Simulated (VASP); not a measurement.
# Zn2CdSe (P6/mmm) in VASP: single point with PBE

Aim: the single point of Zn2CdSe with PBE.

Everything below comes from runs of VASP 6.6.1. Logs are shortened: lines on timing, memory, paths and dates and some standing lists are left out, and cuts for length are marked.

## Step 1: The cell of the first run

It takes space group P6/mmm (No. 191, hexagonal). Conventional cell: a = 2.869 Å, b = 2.869 Å, c = 11.443 Å, α = 90.00°, β = 90.00°, γ = 120.00°. Zn (site symmetry 6mm) has 1 Se at 2.76 Å and 6 Zn at 2.87 Å and 1 Cd at 2.96 Å within 3.6 Å. Cd (site symmetry 6/mmm) has 6 Cd at 2.87 Å and 2 Zn at 2.96 Å within 3.8 Å. Within 3.6 Å of Se (site symmetry 6/mmm) lie 2 Zn at 2.76 Å and 6 Se at 2.87 Å.

## Step 2: Single point, PBE

The input, INCAR:

```
PREC     = Accurate       # precision mode
ENCUT    = 520            # plane-wave cutoff, eV
EDIFF    = 1E-6           # SCF threshold, eV
ISMEAR   = 0              # smearing method
SIGMA    = 0.1            # smearing width, eV
LREAL    = F              # projectors in reciprocal space
LASPH    = T              # aspherical terms in the spheres
NELM     = 100            # most SCF steps
ALGO     = Normal         # electronic algorithm
ISIF     = 2              # what is computed and relaxed
LWAVE    = F              # write WAVECAR
LCHARG   = F              # write CHGCAR
GGA      = PE             # functional
NBANDS   = 29             # bands
```

The input, KPOINTS:

```
Automatic mesh
0
Gamma
  6 6 4
```

The input, POSCAR:

```
Zn2CdSe
1.0
    2.8691686371      0.0000000000      0.0000000000
   -1.4345843186      2.4847729275      0.0000000000
    0.0000000000      0.0000000000     11.4426579016
Zn Cd Se
2 1 1
Direct
    0.0000000000      0.0000000000      0.2412379502
    0.0000000000      0.0000000000      0.7587620498
    0.0000000000      0.0000000000      0.5000000000
    0.0000000000      0.0000000000      0.0000000000
```

Potentials or basis: VASP PAW PBE potentials, release 64 (Zn, Cd, Se).

Command:

```bash
$ cat potpaw_PBE.64/Zn/POTCAR potpaw_PBE.64/Cd/POTCAR potpaw_PBE.64/Se/POTCAR > POTCAR
$ mpirun -np 1 vasp_std > vasp.out
```

OUTCAR:

```text
PREC = Accurate
   ENCUT = 520
   EDIFF = 1E-6
   ISMEAR = 0
   LREAL = F
   LASPH = T
   NELM = 100
   ISIF = 2
   GGA = PE

 ion  position               nearest neighbor table
   1  0.000  0.000  0.241-   4 2.76   3 2.96
   2  0.000  0.000  0.759-   4 2.76   3 2.96
   3  0.000  0.000  0.500-   1 2.96   2 2.96
   4  0.000  0.000  0.000-   1 2.76   2 2.76

  LATTYP: Found a hexagonal cell.
 ALAT       =     2.8691686371
 C/A-ratio  =     3.9881440755

  Lattice vectors:

 A1 = (   2.8691686371,   0.0000000000,   0.0000000000)
 A2 = (  -1.4345843186,   2.4847729275,   0.0000000000)
 A3 = (   0.0000000000,   0.0000000000,  11.4426579016)

Analysis of symmetry for initial positions (statically):
=====================================================================
 Subroutine PRICEL returns:
 Original cell was already a primitive cell.

 Routine SETGRP: Setting up the symmetry group for a
 hexagonal supercell.

 Subroutine GETGRP returns: Found 24 space group operations
 (whereof 24 operations were pure point group operations)
 out of a pool of 24 trial point group operations.

The static configuration has the point symmetry D_6h.

Analysis of symmetry for dynamics (positions and initial velocities):
=====================================================================
 Subroutine PRICEL returns:
 Original cell was already a primitive cell.

 Routine SETGRP: Setting up the symmetry group for a
 hexagonal supercell.

 Subroutine GETGRP returns: Found 24 space group operations
 (whereof 24 operations were pure point group operations)
 out of a pool of 24 trial point group operations.

The dynamic configuration has the point symmetry D_6h.

 Subroutine INISYM returns: Found 24 space group operations
 (whereof 24 operations are pure point group operations),
 and found     1 'primitive' translations

----------------------------------------------------------------------------------------

                                     Primitive cell

  volume of cell :      81.5774

  direct lattice vectors                    reciprocal lattice vectors
     2.869168637  0.000000000  0.000000000     0.348533017  0.201225631  0.000000000
    -1.434584319  2.484772927  0.000000000     0.000000000  0.402451262  0.000000000
     0.000000000  0.000000000 11.442657902     0.000000000  0.000000000  0.087392283

  length of vectors
     2.869168637  2.869168637 11.442657902     0.402451262  0.402451262  0.087392283

  position of ions in fractional coordinates (direct lattice)
     0.000000000  0.000000000  0.241237950
     0.000000000  0.000000000  0.758762050
     0.000000000  0.000000000  0.500000000
     0.000000000  0.000000000  0.000000000

  ion indices of the primitive-cell ions
   primitive index   ion index
                 1           1
                 2           2
                 3           3
                 4           4

----------------------------------------------------------------------------------------

 KPOINTS: Automatic mesh

Automatic generation of k-mesh.
 Grid dimensions read from file:
 generate k-points for:    6    6    4

 Generating k-lattice:

  Cartesian coordinates                     Fractional coordinates (reciprocal lattice)
     0.058088836  0.033537605  0.000000000     0.166666667  0.000000000  0.000000000
     0.000000000  0.067075210  0.000000000     0.000000000  0.166666667  0.000000000
     0.000000000  0.000000000  0.021848071     0.000000000  0.000000000  0.250000000

  Length of vectors
     0.067075210  0.067075210  0.021848071

  Shift w.r.t. Gamma in fractional coordinates (k-lattice)
     0.000000000  0.000000000  0.000000000

 Subroutine IBZKPT returns following result:
 ===========================================

 Found     21 irreducible k-points:

 Following reciprocal coordinates:
            Coordinates               Weight
  0.000000  0.000000  0.000000      1.000000
  0.166667  0.000000  0.000000      6.000000
  0.333333 -0.000000  0.000000      6.000000
  0.500000  0.000000  0.000000      3.000000
  0.166667  0.166667  0.000000      6.000000
  0.333333  0.166667  0.000000     12.000000
[... 13 lines left out ...]
  0.333333  0.166667  0.500000     12.000000
  0.333333  0.333333  0.500000      2.000000
   k-points           NKPTS =     21   k-points in BZ     NKDIM =     21   number of bands    NBANDS=     29
   number of dos      NEDOS =    301   number of ions     NIONS =      4
   total plane-waves  NPLWV =  51840
   dimension x,y,z NGX =    24 NGY =   24 NGZ =   90
   dimension x,y,z NGXF=    48 NGYF=   48 NGZF=  180
   ions per type =               2   1   1
   NGX,Y,Z   is equivalent  to a cutoff of  13.91, 13.91, 13.08 a.u.
   NGXF,Y,Z  is equivalent  to a cutoff of  27.81, 27.81, 26.15 a.u.
 SYSTEM =  unknown system
   PREC   = accura    normal or accurate (medium, high low for compatibility)
   ISTART =      0    job   : 0-new  1-cont  2-samecut
   ICHARG =      2    charge: 1-file 2-atom 10-const
   ISPIN  =      1    spin polarized calculation?
   LNONCOLLINEAR =      F non collinear calculations
   LSORBIT =      F    spin-orbit coupling
   LASPH  =      T    aspherical Exc in radial PAW
   ENCUT  =  520.0 eV  38.22 Ry    6.18 a.u.   5.33  5.33 21.28*2*pi/ulx,y,z
   NELM   =    100;   NELMIN=  2; NELMDL= -5     # of ELM steps
   EDIFF  = 0.1E-05   stopping-criterion for ELM
   LREAL  =      F    real-space projection
   EDIFFG = 0.1E-04   stopping-criterion for IOM
   NSW    =      0    number of steps for IOM
   IBRION =     -1    ionic relax: 0-MD 1-quasi-New 2-CG
   NFREE  =      0    steps in history (QN), initial steepest desc. (CG)
   ISIF   =      2    stress and relaxation
   ISYM   =      2    0-nonsym 1-usesym 2-fastsym
   POTIM  = 0.5000    time-step for ionic-motion
   TEBEG  =    0.0;   TEEND  =   0.0 temperature during run
   PSTRESS=    0.0 pullay stress
   NELECT =      42.0000    total number of electrons
   NUPDOWN=      -1.0000    fix difference up-down
   EMIN   =  10.00;   EMAX   =-10.00  energy-range for DOS
   EFERMI =   0.00;   METHOD = LEGACY
   ISMEAR =     0;   SIGMA  =   0.10  broadening in eV -4-tet -1-fermi 0-gaus
   EFERMI_NEDOS =   21; number of points for ismear=-14 and -15
   IALGO  =     38    algorithm
   IMIX   =      4    mixing-type and parameters
     AMIX     =   0.40;   BMIX     =  1.00
     AMIX_MAG =   1.60;   BMIX_MAG =  1.00
  volume/ion in A,a.u.               =      20.39       137.63
  Fermi-wavevector in a.u.,A,eV,Ry     =   1.312103  2.479516 23.423995  1.721615
  Thomas-Fermi vector in A             =   2.442519
   LORBIT       =      0    0 simple, 1 ext, 2 COOP (PROOUT), +10 PAW based schemes
   GGA     = PE    functional components
   LHFCALC =     F    Hartree Fock is set to
   AEXX    =    0.0000 exact exchange contribution
   IVDW    =     0    specifies the selected vdW correction
   LEPSILON=     F    determine dielectric tensor
   LRPA    =     F    only Hartree local field effects (RPA)
 non-spin polarized calculation
 Gauss-broadening in eV      SIGMA  =   0.10
  energy-cutoff  :      520.00
  volume of cell :       81.58
 maximum number of plane-waves:      2239
 NGX is ok and might be reduce to    24
   NGX = 11   NGY = 11   NGZ = 43

 number of electron      42.0000015 magnetization

 Free energy of the ion-electron system (eV)
  ---------------------------------------------------
  ext. energy  EPLUGINS =         0.00000000
  ---------------------------------------------------
  free energy    TOTEN  =        -5.82776497 eV

  energy without entropy =       -5.81104578  energy(sigma->0) =       -5.81940537

 E-fermi :   3.0178     XC(G=0): -10.4604

 val. band max:        3.0164962480   @ k =   0.1667   0.1667   0.5000
 cond. band min:       3.0953550400   @ k =   0.5000   0.0000   0.5000
 fundamental gap:      0.0788587920
 Fermi energy:         3.0178437160

 k-point     1 :       0.0000    0.0000    0.0000
  band No.  band energies     occupation
      1     -13.0485      2.00000
      2      -7.1336      2.00000
      3      -6.4284      2.00000
      4      -6.4284      2.00000
      5      -5.6062      2.00000
      6      -5.6062      2.00000
[... 21 lines left out ...]
     28      15.8379      0.00000
     29      15.8379      0.00000

 k-point     2 :       0.1667    0.0000    0.0000
  band No.  band energies     occupation
      1     -12.4797      2.00000
      2      -6.8847      2.00000
      3      -6.4833      2.00000
      4      -6.1340      2.00000
      5      -5.9258      2.00000
      6      -5.6562      2.00000
[... 21 lines left out ...]
     28      13.1091      0.00000
     29      15.0782      0.00000

 k-point     3 :       0.3333   -0.0000    0.0000
  band No.  band energies     occupation
      1     -10.9236      2.00000
      2      -7.1116      2.00000
      3      -6.4134      2.00000
      4      -6.0449      2.00000
      5      -5.7551      2.00000
      6      -5.4979      2.00000
[... 21 lines left out ...]
     28      10.5376      0.00000
     29      10.9077      0.00000

 k-point     4 :       0.5000    0.0000    0.0000
  band No.  band energies     occupation
      1      -9.6069      2.00000
      2      -7.2889      2.00000
      3      -6.6198      2.00000
      4      -5.8247      2.00000
      5      -5.8040      2.00000
      6      -5.1514      2.00000
[... 21 lines left out ...]
     28      10.1900      0.00000
     29      10.2363      0.00000

 k-point     5 :       0.1667    0.1667    0.0000
  band No.  band energies     occupation
      1     -11.4050      2.00000
      2      -6.6870      2.00000
      3      -6.5069      2.00000
      4      -6.2559      2.00000
      5      -5.7832      2.00000
      6      -5.7276      2.00000
[... 21 lines left out ...]
     28      10.9355      0.00000
     29      12.0631      0.00000
[... 414 lines left out ...]
     28      10.1900      0.00000
     29      10.2898      0.00000

 k-point    19 :       0.1667    0.1667    0.5000
  band No.  band energies     occupation
      1     -11.4049      2.00000
      2      -6.6870      2.00000
      3      -6.5079      2.00000
      4      -6.2555      2.00000
      5      -5.7832      2.00000
      6      -5.7311      2.00000
[... 21 lines left out ...]
     28      11.1585      0.00000
     29      11.3691      0.00000

 k-point    20 :       0.3333    0.1667    0.5000
  band No.  band energies     occupation
      1      -9.7409      2.00000
      2      -6.9007      2.00000
      3      -6.4958      2.00000
      4      -5.9720      2.00000
      5      -5.9473      2.00000
      6      -5.5380      2.00000
[... 21 lines left out ...]
     28       9.6028      0.00000
     29       9.7217      0.00000

 k-point    21 :       0.3333    0.3333    0.5000
  band No.  band energies     occupation
      1      -8.9809      2.00000
      2      -6.2926      2.00000
      3      -6.2926      2.00000
      4      -6.2181      2.00000
      5      -6.2181      2.00000
      6      -5.8964      2.00000
[... 21 lines left out ...]
     28       7.7259      0.00000
     29       8.1935      0.00000

------------------------ aborting loop because EDIFF is reached ----------------------------------------

  FORCE on cell =-STRESS in cart. coord.  units (eV):
  Direction    XX          YY          ZZ          XY          YZ          ZX
  --------------------------------------------------------------------------------------
  -------------------------------------------------------------------------------------
  Total        0.1036959      0.1036959      0.1250076     -0.0000000      0.0000000     -0.0000000
  in kB        2.0365847      2.0365847      2.4551456     -0.0000000      0.0000000     -0.0000000
  external PRESSURE =       2.1761050 kB  Pullay stress =       0.0000000 kB

 VOLUME and BASIS-vectors are now :
 -----------------------------------------------------------------------------
  energy-cutoff  :      520.00
  volume of cell :       81.58
      direct lattice vectors                 reciprocal lattice vectors
     2.869168637  0.000000000  0.000000000     0.348533017  0.201225631  0.000000000
    -1.434584319  2.484772927  0.000000000     0.000000000  0.402451262  0.000000000
     0.000000000  0.000000000 11.442657902     0.000000000  0.000000000  0.087392283

 POSITION                                       TOTAL-FORCE (eV/Angst)
 -----------------------------------------------------------------------------------
      0.00000      0.00000      2.76040        -0.000000      0.000000     -0.004790
      0.00000      0.00000      8.68225         0.000000     -0.000000      0.004790
      0.00000      0.00000      5.72133        -0.000000      0.000000      0.000000
      0.00000      0.00000      0.00000        -0.000000      0.000000      0.000000
 -----------------------------------------------------------------------------------
    total drift:                                0.000000     -0.000000     -0.000000

  FREE ENERGIE OF THE ION-ELECTRON SYSTEM (eV)
  ---------------------------------------------------
  free  energy   TOTEN  =        -5.8277649660 eV

  energy  without entropy=       -5.8110457753  energy(sigma->0) =       -5.81940537
```

Run time: 67 s. Hardware: 1 thread of AMD EPYC 7R43 (Zen 3), shared host; peak memory 0.2 GiB.

What came out:

* Free energy: -5.8278 eV
* Pressure: 0.2 GPa
* Largest force: 0.005 eV/Å
* Band gap on the k mesh: zero (band 21 reaches 4.27 eV, above the bottom of band 22 at 2.59 eV)

Forces on the atoms (eV/Å):
```
Zn   0.000  0.000 -0.005
Zn   0.000  0.000  0.005
Cd   0.000  0.000  0.000
Se   0.000  0.000  0.000
```

Levels at points of the mesh, in eV from the Fermi level:
```csv
k point,band 19,band 20,band 21,band 22,band 23,band 24
"(0.00, 0.00, 0.00)",-4.91,-4.64,0.52,1.79,3.38,3.38
"(0.50, 0.00, 0.00)",-1.68,-0.93,-0.89,0.28,0.50,0.63
"(0.00, 0.00, 0.50)",-6.56,-2.72,-1.53,3.38,3.38,4.36
"(0.50, 0.00, 0.50)",-1.82,-0.57,-0.46,-0.42,0.08,0.63
```

Caveat: the k points lie up to 0.42 Å⁻¹ apart.
